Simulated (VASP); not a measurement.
# Si23H4O48 (a cell with a defect) in VASP: further runs

The runs below take Si23H4O48 (a cell with a defect) through single point, with PBE.

Everything below comes from runs of VASP 6.6.1. Logs are shortened: lines on timing, memory, paths and dates and some standing lists are left out, and cuts for length are marked.

**1. The cell of the first run**

The cell holds a defect, 75 atoms: a = 9.832 Å, b = 9.832 Å, c = 10.818 Å, α = 90.00°, β = 90.00°, γ = 120.00°.

**2. Single point, PBE**

Input file INCAR:

```
ALGO = Normal
EDIFF = 1E-7
ENCUT = 520
GGA = PE
ISIF = 2
ISMEAR = 0
LASPH = True
LCHARG = False
LREAL = Auto
LWAVE = False
NBANDS = 235
NELM = 80
PREC = Accurate
SIGMA = 0.02
```

Input file KPOINTS:

```
k-points
0
Gamma
  1 1 1
```

Input file POSCAR:

```
Si23H4O48
1.0
    9.8316000000      0.0000000000      0.0000000000
   -4.9158000000      8.5144150000      0.0000000000
    0.0000000000      0.0000000000     10.8182000000
Si O H
23 48 4
Direct
    0.2668430000      0.0009767400      0.1634700000
    0.0028516000      0.2703680000      0.3357050000
    0.2306050000      0.2354080000      0.0001007300
    0.2653480000      0.9977494000      0.6636500000
    0.9932126000      0.2663560000      0.8350300000
    0.2323110000      0.2285110000      0.5017520000
    0.2682820000      0.5027390000      0.1672110000
    0.9997803800      0.7676140000      0.3331480000
    0.2338640000      0.7330290000      0.9966533000
    0.9989205000      0.7666930000      0.8327140000
    0.2344290000      0.7356140000      0.4976220000
    0.7692410000      0.0042952000      0.1672390000
    0.4984520000      0.2670890000      0.3326380000
    0.7266420000      0.2320240000      0.0002954000
    0.7657180000      0.0012322000      0.6669000000
    0.4945750000      0.2657660000      0.8320270000
    0.7327730000      0.2338080000      0.4992370000
    0.7651740000      0.5008340000      0.1672980000
    0.5011880000      0.7703670000      0.3320530000
    0.7350830000      0.7369020000      0.0012113000
    0.7631940000      0.4995590000      0.6663380000
    0.5046480000      0.7692100000      0.8316280000
    0.7327490000      0.7354920000      0.4996880000
    0.0687650000      0.2066210000      0.4462400000
    0.2961240000      0.3658270000      0.1099080000
    0.1402060000      0.4347450000      0.2786630000
    0.2024600000      0.0698960000      0.0553950000
    0.3623780000      0.2944360000      0.3913610000
    0.4306990000      0.1384180000      0.2213530000
    0.0654320000      0.2098730000      0.9457150000
    0.3038820000      0.3517710000      0.6166480000
    0.1356700000      0.4290170000      0.7780800000
    0.1997120000      0.0574320000      0.5499300000
    0.3584550000      0.2958220000      0.8879650000
    0.4284840000      0.1364520000      0.7217280000
    0.0679010000      0.7063220000      0.4438320000
    0.2991160000      0.8684090000      0.1031500000
    0.1368330000      0.9300380000      0.2735220000
    0.2040780000      0.5698520000      0.0580140000
    0.3639780000      0.7993980000      0.3865800000
    0.4342950000      0.6406840000      0.2215190000
    0.0677460000      0.7049810000      0.9423610000
    0.2993620000      0.8643310000      0.6090240000
    0.1350350000      0.9300380000      0.7738950000
    0.2058530000      0.5699500000      0.5554350000
    0.3593880000      0.7870590000      0.8833780000
    0.4574520000      0.6484340000      0.7143040000
    0.5683340000      0.2046660000      0.4411890000
    0.7907210000      0.3628830000      0.1097040000
    0.6344730000      0.4331810000      0.2768560000
    0.7032200000      0.0691220000      0.0573170000
    0.8658290000      0.2991990000      0.3913950000
    0.9337440000      0.1415760000      0.2241200000
    0.5617480000      0.2046160000      0.9436860000
    0.7914020000      0.3622690000      0.6109670000
    0.6303510000      0.4323090000      0.7751710000
    0.7053660000      0.0690910000      0.5554790000
    0.8539980000      0.2927100000      0.8882170000
    0.9307640000      0.1366270000      0.7244910000
    0.5684650000      0.7078670000      0.4422990000
    0.7990200000      0.8685060000      0.1101390000
    0.6394420000      0.9356300000      0.2772850000
    0.7054800000      0.5714430000      0.0574340000
    0.8637870000      0.7971160000      0.3899890000
    0.9305870000      0.6356190000      0.2243800000
    0.5697540000      0.7090080000      0.9453830000
    0.7944690000      0.8645580000      0.6107280000
    0.6368080000      0.9393260000      0.7782680000
    0.7041320000      0.5699330000      0.5561050000
    0.8633810000      0.7966100000      0.8896810000
    0.9285160000      0.6335080000      0.7246220000
    0.4522990000      0.5477660000      0.7253400000
    0.2297450000      0.3561110000      0.6755540000
    0.3067889400      0.5855852100      0.5972909600
    0.1163320000      0.4796660000      0.7069560000
```

Potentials or basis: VASP PAW PBE potentials, release 64 (Si, O, H).

The run is started by

```sh
cat potpaw_PBE.64/Si/POTCAR potpaw_PBE.64/O/POTCAR potpaw_PBE.64/H/POTCAR > POTCAR
mpirun -np 1 vasp_gam > vasp.out
```

OUTCAR:

```text
EDIFF = 1E-7
   ENCUT = 520
   GGA = PE
   ISIF = 2
   ISMEAR = 0
   LASPH = True
   LREAL = Auto
   NELM = 80
   PREC = Accurate

 ion  position               nearest neighbor table
   1  0.267  0.001  0.163-  29 1.62  37 1.62  38 1.63  27 1.63   3 3.06  13 3.07   9 3.07   8 3.08

   2  0.003  0.270  0.336-  26 1.62  52 1.62  24 1.63  53 1.63  17 3.06   7 3.06   6 3.07  12 3.07

   3  0.231  0.235  0.000-  27 1.62  30 1.62  25 1.63  34 1.63   7 3.06  16 3.06   1 3.06   5 3.07

   4  0.265  0.998  0.664-  43 1.62  35 1.62  33 1.63  44 1.63   6 3.01  11 3.03  16 3.07  10 3.07

   5  0.993  0.266  0.835-  58 1.62  30 1.62  59 1.63  32 1.63  15 3.05  14 3.05   3 3.07
   6  0.232  0.229  0.502-  24 1.63  28 1.63  31 1.63  33 1.63   4 3.01  13 3.06   2 3.07
   7  0.268  0.503  0.167-  41 1.62  25 1.62  26 1.63  39 1.63  19 3.05   3 3.06   2 3.06   9 3.07
[... 77 lines left out ...]
  70  0.863  0.797  0.890-  10 1.62  20 1.63
  71  0.929  0.634  0.725-  21 1.62  10 1.63
  72  0.452  0.548  0.725-  47 0.97
  73  0.230  0.356  0.676-  31 0.99
  74  0.307  0.586  0.597-  45 1.03
  75  0.116  0.480  0.707-  32 0.99

  LATTYP: Found a hexagonal cell.
 ALAT       =     9.8316000000
 C/A-ratio  =     1.1003498922

  Lattice vectors:

 A1 = (   9.8316000000,   0.0000000000,   0.0000000000)
 A2 = (  -4.9158000000,   8.5144150000,   0.0000000000)
 A3 = (   0.0000000000,   0.0000000000,  10.8182000000)

Analysis of symmetry for initial positions (statically):
=====================================================================
 Subroutine PRICEL returns:
 Original cell was already a primitive cell.

 Routine SETGRP: Setting up the symmetry group for a
 hexagonal supercell.

 Subroutine GETGRP returns: Found  1 space group operations
 (whereof  1 operations were pure point group operations)
 out of a pool of 24 trial point group operations.

The static configuration has the point symmetry C_1 .

Analysis of symmetry for dynamics (positions and initial velocities):
=====================================================================
 Subroutine PRICEL returns:
 Original cell was already a primitive cell.

 Routine SETGRP: Setting up the symmetry group for a
 hexagonal supercell.

 Subroutine GETGRP returns: Found  1 space group operations
 (whereof  1 operations were pure point group operations)
 out of a pool of 24 trial point group operations.

The dynamic configuration has the point symmetry C_1 .

 Subroutine INISYM returns: Found  1 space group operations
 (whereof  1 operations are pure point group operations),
 and found     1 'primitive' translations

----------------------------------------------------------------------------------------

                                     Primitive cell

  volume of cell :     905.5950

  direct lattice vectors                    reciprocal lattice vectors
     9.831600000  0.000000000  0.000000000     0.101712844  0.058723941  0.000000000
    -4.915800000  8.514415000  0.000000000     0.000000000  0.117447881  0.000000000
     0.000000000  0.000000000 10.818200000     0.000000000  0.000000000  0.092436819

  length of vectors
     9.831600000  9.831599688 10.818200000     0.117447877  0.117447881  0.092436819

  position of ions in fractional coordinates (direct lattice)
     0.266843000  0.000976740  0.163470000
     0.002851600  0.270368000  0.335705000
     0.230605000  0.235408000  0.000100730
     0.265348000  0.997749400  0.663650000
     0.993212600  0.266356000  0.835030000
     0.232311000  0.228511000  0.501752000
[... 67 lines left out ...]
     0.306788940  0.585585210  0.597290960
     0.116332000  0.479666000  0.706956000

  ion indices of the primitive-cell ions
   primitive index   ion index
                 1           1
                 2           2
                 3           3
                 4           4
                 5           5
                 6           6
[... 67 lines left out ...]
                74          74
                75          75

----------------------------------------------------------------------------------------

 KPOINTS: k-points

Automatic generation of k-mesh.
 Grid dimensions read from file:
 generate k-points for:    1    1    1

 Generating k-lattice:

  Cartesian coordinates                     Fractional coordinates (reciprocal lattice)
     0.101712844  0.058723941  0.000000000     1.000000000  0.000000000  0.000000000
     0.000000000  0.117447881  0.000000000     0.000000000  1.000000000  0.000000000
     0.000000000  0.000000000  0.092436819     0.000000000  0.000000000  1.000000000

  Length of vectors
     0.117447877  0.117447881  0.092436819

  Shift w.r.t. Gamma in fractional coordinates (k-lattice)
     0.000000000  0.000000000  0.000000000

 Subroutine IBZKPT returns following result:
 ===========================================

 Found      1 irreducible k-points:

 Following reciprocal coordinates:
            Coordinates               Weight
  0.000000  0.000000  0.000000      1.000000
   k-points           NKPTS =      1   k-points in BZ     NKDIM =      1   number of bands    NBANDS=    235
   number of dos      NEDOS =    301   number of ions     NIONS =     75
   total plane-waves  NPLWV = 512000
   dimension x,y,z NGX =    80 NGY =   80 NGZ =   80
   dimension x,y,z NGXF=   160 NGYF=  160 NGZF=  160
   ions per type =              23  48   4
   NGX,Y,Z   is equivalent  to a cutoff of  13.53, 13.53, 12.29 a.u.
   NGXF,Y,Z  is equivalent  to a cutoff of  27.05, 27.05, 24.59 a.u.
 SYSTEM =  unknown system
   PREC   = accura    normal or accurate (medium, high low for compatibility)
   ISTART =      0    job   : 0-new  1-cont  2-samecut
   ICHARG =      2    charge: 1-file 2-atom 10-const
   ISPIN  =      1    spin polarized calculation?
   LNONCOLLINEAR =      F non collinear calculations
   LSORBIT =      F    spin-orbit coupling
   LASPH  =      T    aspherical Exc in radial PAW
   ENCUT  =  520.0 eV  38.22 Ry    6.18 a.u.  18.28 18.28 20.11*2*pi/ulx,y,z
   NELM   =     80;   NELMIN=  2; NELMDL= -5     # of ELM steps
   EDIFF  = 0.1E-06   stopping-criterion for ELM
   LREAL  =      T    real-space projection
   EDIFFG = 0.1E-05   stopping-criterion for IOM
   NSW    =      0    number of steps for IOM
   IBRION =     -1    ionic relax: 0-MD 1-quasi-New 2-CG
   NFREE  =      0    steps in history (QN), initial steepest desc. (CG)
   ISIF   =      2    stress and relaxation
   ISYM   =      2    0-nonsym 1-usesym 2-fastsym
   POTIM  = 0.5000    time-step for ionic-motion
   TEBEG  =    0.0;   TEEND  =   0.0 temperature during run
   PSTRESS=    0.0 pullay stress
   NELECT =     384.0000    total number of electrons
   NUPDOWN=      -1.0000    fix difference up-down
   EMIN   =  10.00;   EMAX   =-10.00  energy-range for DOS
   EFERMI =   0.00;   METHOD = LEGACY
   ISMEAR =     0;   SIGMA  =   0.02  broadening in eV -4-tet -1-fermi 0-gaus
   EFERMI_NEDOS =   21; number of points for ismear=-14 and -15
   IALGO  =     38    algorithm
   IMIX   =      4    mixing-type and parameters
     AMIX     =   0.40;   BMIX     =  1.00
     AMIX_MAG =   1.60;   BMIX_MAG =  1.00
  volume/ion in A,a.u.               =      12.07        81.48
  Fermi-wavevector in a.u.,A,eV,Ry     =   1.229912  2.324196 20.581296  1.512683
  Thomas-Fermi vector in A             =   2.364781
   LORBIT       =      0    0 simple, 1 ext, 2 COOP (PROOUT), +10 PAW based schemes
   GGA     = PE    functional components
   LHFCALC =     F    Hartree Fock is set to
   AEXX    =    0.0000 exact exchange contribution
   IVDW    =     0    specifies the selected vdW correction
   LEPSILON=     F    determine dielectric tensor
   LRPA    =     F    only Hartree local field effects (RPA)
 non-spin polarized calculation
 Gauss-broadening in eV      SIGMA  =   0.02
  energy-cutoff  :      520.00
  volume of cell :      905.60
 maximum number of plane-waves:     12195
 NGX is ok and might be reduce to    80
   NGX = 37   NGY = 37   NGZ = 41

 number of electron     384.0000016 magnetization

 Free energy of the ion-electron system (eV)
  ---------------------------------------------------
  ext. energy  EPLUGINS =         0.00000000
  ---------------------------------------------------
  free energy    TOTEN  =      -573.50885184 eV

  energy without entropy =     -573.50885184  energy(sigma->0) =     -573.50885184

 E-fermi :   1.2081     XC(G=0):  -9.2398

 val. band max:        1.1100893889   @ k =   0.0000   0.0000   0.0000
 cond. band min:       6.7931446053   @ k =   0.0000   0.0000   0.0000
 fundamental gap:      5.6830552164
 Fermi energy:         1.2081205120

 k-point     1 :       0.0000    0.0000    0.0000
  band No.  band energies     occupation
      1     -18.3477      2.00000
      2     -17.9024      2.00000
      3     -17.9005      2.00000
      4     -17.8848      2.00000
      5     -17.8635      2.00000
      6     -17.8353      2.00000
[... 196 lines left out ...]
    203       9.8084      0.00000
    204       9.8300      0.00000
 [bands above 204 left out]

------------------------ aborting loop because EDIFF is reached ----------------------------------------

  FORCE on cell =-STRESS in cart. coord.  units (eV):
  Direction    XX          YY          ZZ          XY          YZ          ZX
  --------------------------------------------------------------------------------------
  -------------------------------------------------------------------------------------
  Total       12.8487345     17.1411128     13.8591195      0.2677521     -0.9516768     -0.8364218
  in kB       22.7319618     30.3260310     24.5195334      0.4737067     -1.6837052     -1.4797961
  external PRESSURE =      25.8591754 kB  Pullay stress =       0.0000000 kB

 VOLUME and BASIS-vectors are now :
 -----------------------------------------------------------------------------
  energy-cutoff  :      520.00
  volume of cell :      905.60
      direct lattice vectors                 reciprocal lattice vectors
     9.831600000  0.000000000  0.000000000     0.101712844  0.058723941  0.000000000
    -4.915800000  8.514415000  0.000000000     0.000000000  0.117447881  0.000000000
     0.000000000  0.000000000 10.818200000     0.000000000  0.000000000  0.092436819

 POSITION                                       TOTAL-FORCE (eV/Angst)
 -----------------------------------------------------------------------------------
      2.61869      0.00832      1.76845         0.013591     -0.003917      0.003206
     -1.30104      2.30203      3.63172        -0.001952      0.024505      0.010351
      1.11000      2.00436      0.00109        -0.017352     -0.008579     -0.001100
     -2.29594      8.49525      7.17950         0.024264     -0.013882      0.002182
      8.45552      2.26787      9.03352         0.022158      0.001506      0.016866
      1.16067      1.94564      5.42805        -0.010310     -0.010594     -0.048617
[... 67 lines left out ...]
      0.13761      4.98592      6.46161        -1.171246     -0.109367     -0.545937
     -1.21421      4.08408      7.64799        -0.010821      0.067148     -0.087566
 -----------------------------------------------------------------------------------
    total drift:                               -0.019775      0.003008     -0.013717

  FREE ENERGIE OF THE ION-ELECTRON SYSTEM (eV)
  ---------------------------------------------------
  free  energy   TOTEN  =      -573.5088518357 eV

  energy  without entropy=     -573.5088518357  energy(sigma->0) =     -573.50885184
```

Run time: 15 min. Hardware: 1 thread of Intel Xeon 8259CL, shared host; peak memory 0.99 GiB.

What came out:

```yaml
Free_energy: -573.5089 eV
Pressure: 2.6 GPa
Largest_force: 1.335 eV/Å
Band_gap_on_the_k_mesh: 5.68 eV
```

Forces in eV/Å, atoms in the order of the input:
```
Si   0.014 -0.004  0.003
Si  -0.002  0.025  0.010
Si  -0.017 -0.009 -0.001
Si   0.024 -0.014  0.002
Si   0.022  0.002  0.017
Si  -0.010 -0.011 -0.049
Si   0.008 -0.004  0.009
Si   0.002  0.007  0.011
Si  -0.008 -0.017  0.005
Si   0.002  0.007 -0.006
Si   0.034 -0.067  0.033
Si   0.012  0.004  0.002
Si  -0.004  0.006  0.002
Si  -0.005 -0.009  0.005
Si   0.013  0.010 -0.017
Si  -0.006  0.003  0.001
Si  -0.001 -0.005 -0.002
Si   0.013  0.000  0.004
Si  -0.029  0.008  0.008
Si   0.007 -0.008  0.012
Si   0.026 -0.003 -0.001
Si  -0.060  0.081  0.058
Si   0.002 -0.012 -0.012
O    0.009  0.007  0.000
O   -0.008 -0.003 -0.010
O    0.009 -0.008 -0.008
O    0.014  0.007  0.004
O   -0.007 -0.009  0.008
O   -0.011  0.007  0.004
O    0.000  0.006 -0.005
O    0.039  0.011 -0.010
O    0.027 -0.029  0.027
O   -0.002  0.014  0.003
O    0.002 -0.003  0.003
O   -0.013  0.007  0.004
O   -0.020  0.018 -0.017
O   -0.007 -0.006 -0.010
O    0.012 -0.003 -0.012
O    0.007  0.011 -0.002
O    0.011  0.002 -0.013
O   -0.003  0.005 -0.001
O    0.001  0.009 -0.007
O   -0.014  0.021  0.006
O    0.009 -0.001 -0.005
O    1.181  0.120  0.610
O    0.017 -0.012 -0.005
O   -0.034 -0.011 -0.069
O   -0.002  0.011 -0.005
O   -0.011 -0.006 -0.008
O    0.009 -0.001 -0.004
O    0.009  0.002  0.001
O   -0.002 -0.015  0.008
O   -0.010  0.006  0.002
O   -0.002  0.006 -0.006
O   -0.011 -0.004 -0.005
O    0.002 -0.001 -0.004
O    0.010  0.001  0.011
O    0.002 -0.013  0.005
O   -0.007  0.005  0.005
O    0.008  0.011  0.001
O   -0.009 -0.006 -0.012
O    0.011 -0.006 -0.006
O    0.006  0.008  0.001
O   -0.008 -0.009  0.010
O   -0.012  0.005  0.002
O   -0.014  0.000 -0.034
O   -0.014 -0.010 -0.002
O    0.005 -0.020  0.002
O    0.002  0.007  0.007
O   -0.008 -0.011  0.008
O   -0.011  0.003  0.009
H    0.044 -0.101 -0.011
H   -0.062  0.028  0.072
H   -1.171 -0.109 -0.546
H   -0.011  0.067 -0.088
```

Caveat: the k points lie up to 0.74 Å⁻¹ apart.

(Continued in part 2 of 3.)
